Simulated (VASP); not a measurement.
# VCuP2O8 (P2_1/m) in VASP: electric field gradients with PBE

Aim: the electric field gradients of VCuP2O8 with PBE.

All numbers are computed with VASP 6.6.1; they aren't measurements. Logs are shortened: lines on timing, memory, paths and dates and some standing lists are left out, and cuts for length are marked.

## Step 1: The cell of the first run

It takes space group P2_1/m (No. 11, monoclinic). Conventional cell: a = 4.853 Å, b = 5.919 Å, c = 9.795 Å, α = 90.00°, β = 91.61°, γ = 90.00°. V (site symmetry m) has 6 O at 1.91 to 2.03 Å within 2.5 Å. Within 2.5 Å of Cu (site symmetry m) lie 4 O at 1.91 to 2.03 Å. P (site symmetry m) has 4 O at 1.52 to 1.58 Å within 2.0 Å. Within 2.0 Å of P (site symmetry m) lie 4 O at 1.51 to 1.58 Å. Within 2.1 Å of O (site symmetry m) lie 1 P at 1.55 Å and 1 V at 1.91 Å. O (site symmetry m) has 1 P at 1.52 Å and 1 Cu at 1.91 Å within 2.0 Å. Within 2.1 Å of O (site symmetry 1) lie 1 P at 1.58 Å and 1 V at 1.93 Å. O (site symmetry 1) has 1 P at 1.58 Å and 1 V at 2.03 Å and 1 Cu at 2.03 Å within 2.1 Å.

## Step 2: Electric field gradients, PBE

Input file INCAR:

```
SYSTEM = VCuP2O8
PREC     = Accurate       ! precision mode
ENCUT    = 520            ! plane-wave cutoff, eV
EDIFF    = 1E-8           ! SCF threshold, eV
ISMEAR   = -1             ! smearing method
SIGMA    = 0.02           ! smearing width, eV
LREAL    = Auto         
LASPH    = .TRUE.         ! aspherical terms in the spheres
NELM     = 100            ! most SCF steps
ALGO     = Normal         ! electronic algorithm
ISIF     = 2              ! what is computed and relaxed
LWAVE    = .FALSE.        ! write WAVECAR
LCHARG   = .FALSE.        ! write CHGCAR
GGA      = PE             ! functional
LEFG     = .TRUE.       
NBANDS   = 100            ! bands
LUSENCCL = .FALSE.
```

Input file KPOINTS:

```
regular mesh
0
G
  4 4 2
  0 0 0
```

Input file POSCAR:

```
VCuP2O8
1.0
    4.8526620000      0.0000000000      0.0000000000
    0.0000000000      5.9193040000      0.0000000000
   -0.2746250000      0.0000000000      9.7909170000
V Cu P O
2 2 4 16
Direct
    0.4666410000      0.7500000000      0.2205320000
    0.5333590000      0.2500000000      0.7794680000
    0.9143120000      0.2500000000      0.2835310000
    0.0856880000      0.7500000000      0.7164690000
    0.4301700000      0.2500000000      0.0948330000
    0.9087100000      0.7500000000      0.4013820000
    0.0912900000      0.2500000000      0.5986180000
    0.5698300000      0.7500000000      0.9051670000
    0.6713480000      0.7500000000      0.0567770000
    0.7435550000      0.2500000000      0.1057690000
    0.3047700000      0.0359030000      0.1668370000
    0.3047700000      0.4640970000      0.1668370000
    0.7447700000      0.9450540000      0.3238170000
    0.7447700000      0.5549460000      0.3238170000
    0.2166240000      0.7500000000      0.3703990000
    0.1417880000      0.2500000000      0.4471130000
    0.8582120000      0.7500000000      0.5528870000
    0.7833760000      0.2500000000      0.6296010000
    0.2552300000      0.0549460000      0.6761830000
    0.2552300000      0.4450540000      0.6761830000
    0.6952300000      0.5359030000      0.8331630000
    0.6952300000      0.9640970000      0.8331630000
    0.2564450000      0.7500000000      0.8942310000
    0.3286520000      0.2500000000      0.9432230000
```

Potentials or basis: VASP PAW PBE potentials, release 64 (V_sv, Cu, P, O).

The run is started by

```sh
> cat potpaw_PBE.64/V_sv/POTCAR potpaw_PBE.64/Cu/POTCAR potpaw_PBE.64/P/POTCAR potpaw_PBE.64/O/POTCAR > POTCAR
> mpirun -np 1 vasp_std > vasp.out
```

OUTCAR:

```text
SYSTEM = VCuP2O8
   PREC = Accurate
   ENCUT = 520
   EDIFF = 1E-8
   ISMEAR = -1
   LREAL = Auto
   LASPH = .TRUE.
   NELM = 100
   ISIF = 2
   GGA = PE

 ion  position               nearest neighbor table
   1  0.467  0.750  0.221-   9 1.91  15 1.93  12 1.93  11 1.93  14 2.03  13 2.03   6 2.74
   2  0.533  0.250  0.779-  24 1.91  18 1.93  22 1.93  21 1.93  20 2.03  19 2.03   7 2.74
   3  0.914  0.250  0.284-  10 1.91  16 1.92  14 2.03  13 2.03
   4  0.086  0.750  0.716-  23 1.91  17 1.92  20 2.03  19 2.03
   5  0.430  0.250  0.095-  10 1.52  24 1.55  12 1.58  11 1.58
   6  0.909  0.750  0.401-  17 1.51  15 1.53  13 1.58  14 1.58   1 2.74
   7  0.091  0.250  0.599-  16 1.51  18 1.53  19 1.58  20 1.58   2 2.74
   8  0.570  0.750  0.905-  23 1.52   9 1.55  22 1.58  21 1.58
   9  0.671  0.750  0.057-   8 1.55   1 1.91
  10  0.744  0.250  0.106-   5 1.52   3 1.91
  11  0.305  0.036  0.167-   5 1.58   1 1.93
  12  0.305  0.464  0.167-   5 1.58   1 1.93
  13  0.745  0.945  0.324-   6 1.58   1 2.03   3 2.03
  14  0.745  0.555  0.324-   6 1.58   1 2.03   3 2.03
  15  0.217  0.750  0.370-   6 1.53   1 1.93
  16  0.142  0.250  0.447-   7 1.51   3 1.92
  17  0.858  0.750  0.553-   6 1.51   4 1.92
  18  0.783  0.250  0.630-   7 1.53   2 1.93
  19  0.255  0.055  0.676-   7 1.58   2 2.03   4 2.03
  20  0.255  0.445  0.676-   7 1.58   2 2.03   4 2.03
  21  0.695  0.536  0.833-   8 1.58   2 1.93
  22  0.695  0.964  0.833-   8 1.58   2 1.93
  23  0.256  0.750  0.894-   8 1.52   4 1.91
  24  0.329  0.250  0.943-   5 1.55   2 1.91

  LATTYP: Found a simple monoclinic cell.
 ALAT       =     4.8526620000
 B/A-ratio  =     1.2198055418
 C/A-ratio  =     2.0184318865
 COS(beta)  =    -0.0280379288

  Lattice vectors:

 A1 = (   4.8526620000,   0.0000000000,   0.0000000000)
 A2 = (   0.0000000000,   5.9193040000,   0.0000000000)
 A3 = (  -0.2746250000,   0.0000000000,   9.7909170000)

Analysis of symmetry for initial positions (statically):
=====================================================================
 Subroutine PRICEL returns:
 Original cell was already a primitive cell.

 Routine SETGRP: Setting up the symmetry group for a
 simple monoclinic supercell.

 Subroutine GETGRP returns: Found  4 space group operations
 (whereof  2 operations were pure point group operations)
 out of a pool of  4 trial point group operations.

The static configuration has the point symmetry S_2 .
 The point group associated with its full space group is C_2h.

Analysis of symmetry for dynamics (positions and initial velocities):
=====================================================================
 Subroutine PRICEL returns:
 Original cell was already a primitive cell.

 Routine SETGRP: Setting up the symmetry group for a
 simple monoclinic supercell.

 Subroutine GETGRP returns: Found  4 space group operations
 (whereof  2 operations were pure point group operations)
 out of a pool of  4 trial point group operations.

The dynamic configuration has the point symmetry S_2 .
 The point group associated with its full space group is C_2h.

 Subroutine INISYM returns: Found  4 space group operations
 (whereof  2 operations are pure point group operations),
 and found     1 'primitive' translations

----------------------------------------------------------------------------------------

                                     Primitive cell

  volume of cell :     281.2380

  direct lattice vectors                    reciprocal lattice vectors
     4.852662000  0.000000000  0.000000000     0.206072461 -0.000000000  0.005780117
     0.000000000  5.919304000  0.000000000     0.000000000  0.168938781 -0.000000000
    -0.274625000  0.000000000  9.790917000     0.000000000  0.000000000  0.102135479

  length of vectors
     4.852662000  5.919304000  9.794767715     0.206153508  0.168938781  0.102135479

  position of ions in fractional coordinates (direct lattice)
     0.466641000  0.750000000  0.220532000
[... 114 lines left out ...]
   NELM   =    100;   NELMIN=  2; NELMDL= -5     # of ELM steps
   EDIFF  = 0.1E-07   stopping-criterion for ELM
   LREAL  =      T    real-space projection
   EDIFFG = 0.1E-06   stopping-criterion for IOM
   NSW    =      0    number of steps for IOM
   IBRION =     -1    ionic relax: 0-MD 1-quasi-New 2-CG
   NFREE  =      0    steps in history (QN), initial steepest desc. (CG)
   ISIF   =      2    stress and relaxation
   ISYM   =      2    0-nonsym 1-usesym 2-fastsym
   POTIM  = 0.5000    time-step for ionic-motion
   TEBEG  =    0.0;   TEEND  =   0.0 temperature during run
   PSTRESS=    0.0 pullay stress
   NELECT =     164.0000    total number of electrons
   NUPDOWN=      -1.0000    fix difference up-down
   EMIN   =  10.00;   EMAX   =-10.00  energy-range for DOS
   EFERMI =   0.00;   METHOD = LEGACY
   ISMEAR =    -1;   SIGMA  =   0.02  broadening in eV -4-tet -1-fermi 0-gaus
   EFERMI_NEDOS =   21; number of points for ismear=-14 and -15
   IALGO  =     38    algorithm
   IMIX   =      4    mixing-type and parameters
     AMIX     =   0.40;   BMIX     =  1.00
     AMIX_MAG =   1.60;   BMIX_MAG =  1.00
  volume/ion in A,a.u.               =      11.72        79.08
  Fermi-wavevector in a.u.,A,eV,Ry     =   1.367723  2.584621 25.451952  1.870666
  Thomas-Fermi vector in A             =   2.493750
   LORBIT       =      0    0 simple, 1 ext, 2 COOP (PROOUT), +10 PAW based schemes
   GGA     = PE    functional components
[... 5 lines left out ...]
 non-spin polarized calculation
  energy-cutoff  :      520.00
  volume of cell :      281.24
 maximum number of plane-waves:      7616
   NGX = 19   NGY = 23   NGZ = 37

 number of electron     164.0000025 magnetization

 Free energy of the ion-electron system (eV)
  ---------------------------------------------------
  ext. energy  EPLUGINS =         0.00000000
  ---------------------------------------------------
  free energy    TOTEN  =      -172.12351785 eV

  energy without entropy =     -172.11269327  energy(sigma->0) =     -172.11810556

 E-fermi :   3.6668     XC(G=0): -10.0537

 val. band max:        3.6476527222   @ k =   0.0000   0.5000   0.5000
 cond. band min:       3.7088598119   @ k =   0.5000   0.0000   0.0000
 fundamental gap:      0.0612070897
 Fermi energy:         3.6668320520

 k-point     1 :       0.0000    0.0000    0.0000
  band No.  band energies     occupation
      1     -62.6746      2.00000
      2     -62.6746      2.00000
      3     -36.5399      2.00000
      4     -36.5399      2.00000
      5     -36.5030      2.00000
      6     -36.5029      2.00000
[... 1735 lines left out ...]
     93      10.2214      0.00000
     94      10.2214      0.00000
 [bands above 94 left out]

------------------------ aborting loop because EDIFF is reached ----------------------------------------

  FORCE on cell =-STRESS in cart. coord.  units (eV):
  Direction    XX          YY          ZZ          XY          YZ          ZX
  --------------------------------------------------------------------------------------
  -------------------------------------------------------------------------------------
  Total       -0.6200815      1.2798645      0.4728732      0.0000000      0.0000000      0.1325814
  in kB       -3.5325256      7.2912256      2.6938987      0.0000000      0.0000000      0.7552994
  external PRESSURE =       2.1508662 kB  Pullay stress =       0.0000000 kB

 VOLUME and BASIS-vectors are now :
 -----------------------------------------------------------------------------
  energy-cutoff  :      520.00
  volume of cell :      281.24
      direct lattice vectors                 reciprocal lattice vectors
     4.852662000  0.000000000  0.000000000     0.206072461 -0.000000000  0.005780117
     0.000000000  5.919304000  0.000000000     0.000000000  0.168938781 -0.000000000
    -0.274625000  0.000000000  9.790917000     0.000000000  0.000000000  0.102135479

 POSITION                                       TOTAL-FORCE (eV/Angst)
 -----------------------------------------------------------------------------------
      2.20389      4.43948      2.15921         0.629555      0.000000      0.622224
      2.37415      1.47983      7.63171        -0.629555      0.000000     -0.622224
      4.35898      1.47983      2.77603         0.127464      0.000000      0.023591
      0.21905      4.43948      7.01489        -0.127464      0.000000     -0.023591
      2.06143      1.47983      0.92850         0.278231      0.000000      0.408953
      4.29943      4.43948      3.92990        -0.380540      0.000000      0.313988
[... 16 lines left out ...]
      0.99886      4.43948      8.75534         0.333004      0.000000      0.244730
      1.33580      1.47983      9.23502         0.277170      0.000000     -0.456198
 -----------------------------------------------------------------------------------
    total drift:                               -0.000000      0.000000      0.000000

  FREE ENERGIE OF THE ION-ELECTRON SYSTEM (eV)
  ---------------------------------------------------
  free  energy   TOTEN  =      -172.1235178543 eV

  energy  without entropy=     -172.1126932700  energy(sigma->0) =     -172.11810556

 Electric field gradients (V/A^2)
---------------------------------------------------------------------
 ion       V_xx      V_yy      V_zz      V_xy      V_xz      V_yz
---------------------------------------------------------------------
   1      33.548   -16.120   -17.428    -0.000    29.566    -0.000
   2      33.548   -16.120   -17.428     0.000    29.566    -0.000
   3     -26.241    -1.531    27.772    -0.000    28.849    -0.000
   4     -26.241    -1.531    27.772     0.000    28.849     0.000
   5     -16.337    10.798     5.539     0.000   -12.475    -0.000
   6       1.720    30.015   -31.734    -0.000     6.414    -0.000
[... 16 lines left out ...]
  23      72.531   -76.975     4.444    -0.000    30.595    -0.000
  24     -25.213   -59.527    84.740    -0.000     6.260    -0.000
---------------------------------------------------------------------

 Electric field gradients after diagonalization (V/A^2)
 (convention: |V_zz| > |V_xx| > |V_yy|)
----------------------------------------------------------------------
 ion       V_xx      V_yy      V_zz     asymmetry (V_yy - V_xx)/ V_zz
----------------------------------------------------------------------
   1     -30.976   -16.120    47.096       0.315
   2     -30.976   -16.120    47.096       0.315
   3     -38.752    -1.531    40.283       0.924
   4     -38.752    -1.531    40.283       0.924
   5      11.193    10.798   -21.990       0.018
   6      30.015     2.907   -32.922       0.823
[... 16 lines left out ...]
  23     -76.975    -7.284    84.259       0.827
  24     -59.527   -25.568    85.096       0.399
----------------------------------------------------------------------

           NMR quadrupolar parameters

 Cq : quadrupolar parameter    Cq=e*Q*V_zz/h
 eta: asymmetry parameters     (V_yy - V_xx)/ V_zz
 Q  : nuclear electric quadrupole moment in mb (millibarn)
----------------------------------------------------------------------
 ion       Cq(MHz)       eta       Q (mb)
----------------------------------------------------------------------
   1       0.114       0.315       1.000
   2       0.114       0.315       1.000
   3       0.097       0.924       1.000
   4       0.097       0.924       1.000
   5      -0.053       0.018       1.000
   6      -0.080       0.823       1.000
[... 16 lines left out ...]
  23       0.204       0.827       1.000
  24       0.206       0.399       1.000
----------------------------------------------------------------------
```

Wall time 7.5 min (1 × NVIDIA H100 80GB with 1 thread of AMD EPYC 7R13 (Zen 3), shared host); peak memory 1.6 GiB.

What came out:

| Item | Value |
| --- | --- |
| Free energy | -172.1235 eV |
| Pressure | 0.2 GPa |
| Largest force | 0.885 eV/Å |
| Band gap on the k mesh | 0.06 eV, indirect (least direct gap 0.11 eV) |

Forces on the atoms (eV/Å):
```
V    0.630  0.000  0.622
V   -0.630  0.000 -0.622
Cu   0.127  0.000  0.024
Cu  -0.127  0.000 -0.024
P    0.278  0.000  0.409
P   -0.381  0.000  0.314
P    0.381  0.000 -0.314
P   -0.278  0.000 -0.409
O   -0.277  0.000  0.456
O   -0.333  0.000 -0.245
O    0.044 -0.172 -0.036
O    0.044  0.172 -0.036
O   -0.418 -0.142 -0.236
O   -0.418  0.142 -0.236
O    0.236  0.000 -0.562
O   -0.038  0.000  0.339
O    0.038  0.000 -0.339
O   -0.236  0.000  0.562
O    0.418  0.142  0.236
O    0.418 -0.142  0.236
O   -0.044 -0.172  0.036
O   -0.044  0.172  0.036
O    0.333  0.000  0.245
O    0.277  0.000 -0.456
```

Levels at points of the mesh, in eV from the valence-band top:
```tsv
k point	band 78	band 79	band 80	band 81	band 82	band 83	band 84	band 85	band 86	band 87
(0.00, 0.00, 0.00)	-1.09	-0.71	-0.70	-0.55	-0.35	0.07	0.09	0.18	0.46	0.48
(0.50, 0.00, 0.00)	-1.02	-0.72	-0.69	-0.60	-0.37	0.06	0.23	0.35	0.43	0.45
(0.00, 0.50, 0.00)	-1.21	-1.03	-1.03	-0.04	-0.04	0.14	0.14	0.27	0.27	0.62
(0.50, 0.50, 0.00)	-1.09	-1.00	-1.00	-0.12	-0.12	0.21	0.21	0.28	0.28	0.59
(0.00, 0.00, 0.50)	-1.03	-0.71	-0.70	-0.55	-0.28	0.08	0.10	0.11	0.36	0.52
(0.50, 0.00, 0.50)	-1.07	-0.71	-0.69	-0.60	-0.48	0.08	0.20	0.28	0.43	0.52
(0.00, 0.50, 0.50)	-1.16	-1.04	-1.04	0.00	0.00	0.11	0.11	0.28	0.28	0.63
(0.50, 0.50, 0.50)	-1.09	-1.00	-1.00	-0.13	-0.13	0.06	0.06	0.40	0.40	0.58
```

Electric field gradients, principal values (V/Å²):
```tsv
atom	least	middle	greatest (by size)
1 V	-16.120	-30.976	47.096
2 V	-16.120	-30.976	47.096
3 Cu	-1.531	-38.752	40.283
4 Cu	-1.531	-38.752	40.283
5 P	10.798	11.193	-21.990
6 P	2.907	30.015	-32.922
7 P	2.907	30.015	-32.922
8 P	10.798	11.193	-21.990
9 O	-25.568	-59.527	85.096
10 O	-7.284	-76.975	84.259
11 O	-21.998	-67.962	89.960
12 O	-21.998	-67.962	89.960
13 O	18.613	58.803	-77.417
14 O	18.613	58.803	-77.417
15 O	-33.234	-54.585	87.818
16 O	-38.821	-54.687	93.509
17 O	-38.821	-54.687	93.509
18 O	-33.234	-54.585	87.818
19 O	18.613	58.803	-77.417
20 O	18.613	58.803	-77.417
21 O	-21.998	-67.962	89.960
22 O	-21.998	-67.962	89.960
23 O	-7.284	-76.975	84.259
24 O	-25.568	-59.527	85.096
```

Caveat: without QUAD_EFG the Cq values of the log hold for a quadrupole moment of 1 mb, not for the nuclei. A k mesh can miss the band edges.
